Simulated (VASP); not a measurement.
# Al (a cell with a defect) in VASP: further runs, part 2 of 2

VASP 6.6.1. The steps go on from the part before.

**3. Single point, PBE+D3(BJ)**

File INCAR:

```
SYSTEM = Al
PREC = Accurate ; ENCUT = 520
EDIFF = 1E-6 ; ISMEAR = -1
SIGMA = 0.05 ; LREAL = Auto
LASPH = .True. ; NELM = 60
ALGO = Normal ; ISIF = 2
LWAVE = .False. ; LCHARG = .False.
GGA = PE ; IVDW = 12
NBANDS = 68
```

File KPOINTS:

```
regular mesh
0
Gamma
  3 3 3
  0 0 0
```

File POSCAR:

```
Al
1.0
    8.1000000000      0.0000000000      0.0000000000
    0.0000000000      8.1000000000      0.0000000000
    0.0000000000      0.0000000000      8.1000000000
Al
31
Direct
    0.5006319753     -0.0005465432     -0.0002844444
    0.7496291358      0.2484797531     -0.0003701235
    0.7496018519     -0.0005948148      0.2506188889
   -0.0013646914     -0.0005660494     -0.0003344444
    0.2495985185      0.2515582716      0.0026913580
    0.4975774074      0.4994612346      0.0025998765
    0.7495685185      0.7504800000     -0.0003616049
    0.2495992593     -0.0005041975      0.2505469136
    0.4975691358      0.2515816049      0.2506565432
    0.7495666667      0.4995375309      0.2506379012
    0.5005322222     -0.0005333333      0.5015697531
    0.7495748148      0.2485009877      0.5016030864
    0.7496145679     -0.0005520988      0.7506170370
    0.0016376543      0.4994930864      0.0026854321
    0.2495653086      0.7473497531      0.0026071605
    0.0016355556      0.2516004938      0.2506579012
    0.4973712346      0.7473051852      0.2506302469
   -0.0013703704     -0.0004854321      0.5016149383
    0.2496190123      0.2515671605      0.4985387654
    0.4974871605      0.4994627160      0.4986054321
    0.7495402469      0.7505092593      0.5015555556
    0.2495645679     -0.0005795062      0.7506766667
    0.5005286420      0.2484229630      0.7506153086
    0.7495925926      0.4994585185      0.7505622222
    0.0016900000      0.7473918519      0.2506104938
    0.0016302469      0.4995675309      0.4985664198
    0.2494970370      0.7474253086      0.4985622222
   -0.0013735802      0.2484702469      0.7506158025
    0.2495802469      0.4994506173      0.7505664198
    0.5005812346      0.7504395062      0.7505846914
   -0.0014960494      0.7504417284      0.7506022222
```

Potentials or basis: VASP PAW PBE potentials, release 64 (Al).

The run is started by

```console
> cat potpaw_PBE.64/Al/POTCAR > POTCAR
> mpirun -np 1 vasp_std > vasp.out
```

OUTCAR:

```text
SYSTEM = Al
   PREC = Accurate
   ENCUT = 520
   EDIFF = 1E-6
   ISMEAR = -1
   LREAL = Auto
   LASPH = .True.
   NELM = 60
   ISIF = 2
   GGA = PE
   IVDW = 12
 IVDW          = 12

 ion  position               nearest neighbor table
   1  0.501  0.999  1.000-   7 2.85   2 2.85  23 2.85  13 2.85  30 2.85   3 2.86  22 2.86   8 2.87
                            17 2.88   9 2.88   5 2.88  15 2.88
   2  0.750  0.248  1.000-  28 2.85   1 2.85  13 2.85   4 2.85  23 2.85  24 2.86   3 2.86  10 2.88
                            14 2.88   6 2.88  16 2.88   9 2.88
   3  0.750  0.999  0.251-  21 2.86   1 2.86   7 2.86   4 2.86  11 2.86  18 2.86   2 2.86  12 2.86
                            25 2.89   9 2.89  16 2.89  17 2.89
   4  0.999  0.999  1.000-   7 2.85   2 2.85  31 2.85  13 2.85  28 2.85  22 2.86   3 2.86   8 2.87
                            25 2.88  15 2.88   5 2.88  16 2.88
   5  0.250  0.252  0.003-   6 2.84  14 2.84  16 2.84   9 2.84   8 2.86  29 2.86  23 2.88  28 2.88
                             4 2.88   1 2.88  22 2.89
   6  0.498  0.499  0.003-  17 2.84   5 2.84  15 2.84   9 2.84  10 2.86  29 2.86  30 2.88   7 2.88
                            23 2.88   2 2.88  24 2.89
   7  0.750  0.750  1.000-   1 2.85  31 2.85  13 2.85   4 2.85  30 2.85   3 2.86  24 2.86  10 2.87
                             6 2.88  14 2.88  25 2.88  17 2.88
   8  0.250  0.999  0.251-   5 2.86  17 2.86  25 2.86   9 2.86  19 2.86  16 2.86  27 2.86  15 2.86
                             4 2.87   1 2.87  11 2.87  18 2.88
   9  0.498  0.252  0.251-  20 2.84  19 2.84   5 2.84   6 2.84  10 2.86   8 2.86  12 2.88  11 2.88
[... 31 lines left out ...]
  25  0.002  0.747  0.251-  27 2.84  26 2.84  14 2.84  15 2.84  10 2.86   8 2.86   4 2.88   7 2.88
                            21 2.88  18 2.88   3 2.89
  26  0.002  0.500  0.499-  27 2.84  25 2.84  16 2.84  19 2.84  29 2.86  10 2.86  31 2.88  21 2.88
                            12 2.88  28 2.88  24 2.89
  27  0.249  0.747  0.499-  26 2.84  25 2.84  17 2.84  20 2.84  29 2.86   8 2.86  18 2.88  31 2.88
                            11 2.88  30 2.88  22 2.89
  28  0.999  0.248  0.751-  18 2.85   2 2.85  13 2.85  12 2.85   4 2.85  22 2.86  24 2.86  29 2.87
                             5 2.88  19 2.88  14 2.88  26 2.88
  29  0.250  0.499  0.751-  20 2.86  19 2.86  15 2.86  26 2.86  27 2.86   5 2.86   6 2.86  14 2.86
                            28 2.87  23 2.88  30 2.88  31 2.88
  30  0.501  0.750  0.751-  21 2.85   7 2.85  13 2.85  11 2.85   1 2.85  24 2.86  22 2.86  29 2.88
                            20 2.88   6 2.88  15 2.88  27 2.88
  31  0.999  0.750  0.751-  13 2.85   7 2.85  21 2.85   4 2.85  18 2.85  24 2.86  22 2.86  29 2.88
                            26 2.88  27 2.88  14 2.88  15 2.88
[... 219 lines left out ...]

 number of electron      93.0000000 magnetization

 Free energy of the ion-electron system (eV)
  ---------------------------------------------------
  ext. energy  EPLUGINS =         0.00000000
  ---------------------------------------------------
  free energy    TOTEN  =      -115.99432777 eV

  energy without entropy =     -115.91092319  energy(sigma->0) =     -115.95262548

 E-fermi :   7.4529     XC(G=0): -10.0287

 val. band max:        7.4055028365   @ k =   0.3333  -0.3333   0.3333
 cond. band min:       7.4600236316   @ k =  -0.3333   0.3333   0.3333
 fundamental gap:      0.0545207951
 Fermi energy:         7.4528748520

 k-point     1 :       0.0000    0.0000    0.0000
  band No.  band energies     occupation
      1      -3.3723      2.00000
      2      -1.2152      2.00000
      3      -1.2150      2.00000
      4      -1.1730      2.00000
      5      -1.1726      2.00000
      6      -1.1723      2.00000
[... 843 lines left out ...]
     57       9.2707      0.00000
     58       9.5261      0.00000
 [bands above 58 left out]

------------------------ aborting loop because EDIFF is reached ----------------------------------------

 Edisp (eV)  -10.02443

 E8    (eV) :    -4.4819

  FORCE on cell =-STRESS in cart. coord.  units (eV):
  Direction    XX          YY          ZZ          XY          YZ          ZX
  --------------------------------------------------------------------------------------
  -------------------------------------------------------------------------------------
  Total     -14.27091   -14.26928   -14.25984     0.00092     0.00175    -0.00351
  in kB     -43.02364   -43.01873   -42.99028     0.00276     0.00527    -0.01058
  external pressure =      -43.01 kB  Pullay stress =        0.00 kB

 VOLUME and BASIS-vectors are now :
 -----------------------------------------------------------------------------
  energy-cutoff  :      520.00
  volume of cell :      531.44
      direct lattice vectors                 reciprocal lattice vectors
     8.100000000  0.000000000  0.000000000     0.123456790  0.000000000  0.000000000
     0.000000000  8.100000000  0.000000000     0.000000000  0.123456790  0.000000000
     0.000000000  0.000000000  8.100000000     0.000000000  0.000000000  0.123456790

 POSITION                                       TOTAL-FORCE (eV/Angst)
 -----------------------------------------------------------------------------------
      4.05512      8.09557      8.09770         0.005886     -0.002180     -0.007863
      6.07200      2.01269      8.09700        -0.002334     -0.005614     -0.005858
      6.07178      8.09518      2.03001        -0.002099     -0.000944      0.003498
      8.08895      8.09541      8.09729        -0.006266      0.000582     -0.005253
      2.02175      2.03762      0.02180         0.000916      0.003934      0.001698
      4.03038      4.04564      0.02106        -0.002926      0.001109      0.002067
[... 23 lines left out ...]
      4.05471      6.07856      6.07974         0.006453      0.006878      0.003312
      8.08788      6.07858      6.07988        -0.003710      0.005514      0.000089
 -----------------------------------------------------------------------------------
    total drift:                               -0.039478     -0.057228      0.063550

  FREE ENERGIE OF THE ION-ELECTRON SYSTEM (eV)
  ---------------------------------------------------
  free  energy   TOTEN  =      -126.0187615648 eV

  energy  without entropy=     -125.9353569857  energy(sigma->0) =     -125.97705928
```

OSZICAR:

```text
N       E                     dE             d eps       ncg     rms          rms(c)
DAV:   1     0.123967819945E+03    0.12397E+03   -0.32057E+04  1904   0.109E+03
DAV:   2    -0.102476578410E+03   -0.22644E+03   -0.21036E+03  2196   0.142E+02
DAV:   3    -0.116527839565E+03   -0.14051E+02   -0.13352E+02  2368   0.279E+01
DAV:   4    -0.116874858637E+03   -0.34702E+00   -0.34385E+00  2312   0.473E+00
DAV:   5    -0.116882008840E+03   -0.71502E-02   -0.71411E-02  2344   0.794E-01    0.717E+00
DAV:   6    -0.116283891931E+03    0.59812E+00   -0.62484E-01  2272   0.201E+00    0.422E+00
DAV:   7    -0.116033669196E+03    0.25022E+00   -0.20876E-01  2272   0.128E+00    0.130E+00
DAV:   8    -0.115996336567E+03    0.37333E-01   -0.27902E-02  2300   0.484E-01    0.472E-01
DAV:   9    -0.115994586586E+03    0.17500E-02   -0.26717E-03  2288   0.138E-01    0.274E-01
DAV:  10    -0.115994347508E+03    0.23908E-03   -0.54321E-04  2296   0.625E-02    0.513E-02
DAV:  11    -0.115994328222E+03    0.19285E-04   -0.85870E-05  2392   0.233E-02    0.227E-02
DAV:  12    -0.115994329729E+03   -0.15067E-05   -0.12614E-05  2376   0.910E-03    0.539E-03
DAV:  13    -0.115994328212E+03    0.15173E-05   -0.72077E-07  1400   0.256E-03    0.203E-03
DAV:  14    -0.115994327771E+03    0.44106E-06   -0.16934E-07  1256   0.130E-03
   1 F= -.12601876E+03 E0= -.12597706E+03  d E =-.834046E-01
```

stdout:

```text
POSCAR found type information on POSCAR Al
 POSCAR found :  1 types and      31 ions
 scaLAPACK will be used
 LDA part: xc-table for (Slater+PW92), standard interpolation
 POSCAR, INCAR and KPOINTS ok, starting setup
 FFT: planning ... GRIDC
 FFT: planning ... GRID_SOFT
 FFT: planning ... GRID
 WAVECAR not read
 entering main loop
```

Run time: 11 min. Hardware: 1 thread of Oxide Virtual Turin-like, shared host; peak memory 0.59 GiB.

Results:

```
Free energy                : -126.0188 eV
Pressure                   : -4.3 GPa
Largest force              : 0.010 eV/Å
Band gap on the k mesh     : zero (an odd number of electrons rules out a gap without spin polarisation)
Dispersion energy per atom : -0.323 eV
```

Forces on the atoms (eV/Å):
```
Al   0.006 -0.002 -0.008
Al  -0.002 -0.006 -0.006
Al  -0.002 -0.001  0.003
Al  -0.006  0.001 -0.005
Al   0.001  0.004  0.002
Al  -0.003  0.001  0.002
Al  -0.002  0.006 -0.005
Al  -0.002 -0.003  0.005
Al  -0.002  0.003 -0.002
Al  -0.003 -0.003  0.003
Al   0.004  0.000  0.006
Al   0.001 -0.003  0.003
Al  -0.003 -0.001  0.003
Al   0.004  0.000  0.001
Al   0.002 -0.001  0.002
Al   0.005  0.004 -0.002
Al   0.000 -0.001 -0.003
Al  -0.003 -0.001  0.002
Al  -0.001  0.005 -0.006
Al  -0.001  0.001 -0.005
Al  -0.001  0.004  0.005
Al  -0.001 -0.002  0.002
Al   0.006 -0.005  0.000
Al  -0.002 -0.003  0.004
Al   0.004  0.000  0.000
Al   0.005 -0.003 -0.006
Al   0.003 -0.001 -0.004
Al  -0.003 -0.003 -0.001
Al  -0.003 -0.002  0.004
Al   0.006  0.007  0.003
Al  -0.004  0.006  0.000
```

The gap in the log of VASP goes by the Fermi energy; the results here count the filled bands.